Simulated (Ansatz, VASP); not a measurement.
Ti3Al: VASP beside Ansatz

```
Ti Al
1.0
     2.89481    0.00000    0.00000
    -1.44740    2.50698    0.00000
     0.00000    0.00000    9.14808
Ti Al
3 1
Cartesian
  1.4474 0.8357 0.0000
  0.0000 1.6713 6.8675
  0.0000 1.6713 2.2806
  1.4474 0.8357 4.5740
```

Alike in both runs: functional PBEsol; k mesh 8 × 8 × 3; occupations fermi-dirac, width 0.1 eV; no spin polarisation.

Ansatz relaxed the structure, and its values are those at the end. VASP's run is a single point on that final structure, the one shown.

|  | VASP | Ansatz |
| --- | --- | --- |
| version | VASP 6.6.1 | Ansatz 0.2.0 |
| potentials or method | VASP PAW PBE potentials, release 64 (Ti_sv, Al) | plane waves, PAW |
| plane-wave cutoff (eV) | 520 | 420 |
| valence electrons in the cell | 39 | 39 |

```csv
,VASP,Ansatz,Ansatz less VASP
pressure (GPa),-0.2,0.0,+0.15
rms of the force components (eV/Å),0.005,0.000,-0.0051
```

VASP's potentials were made for PBE, not for PBEsol. Ansatz's warnings: stress scf threshold loose.
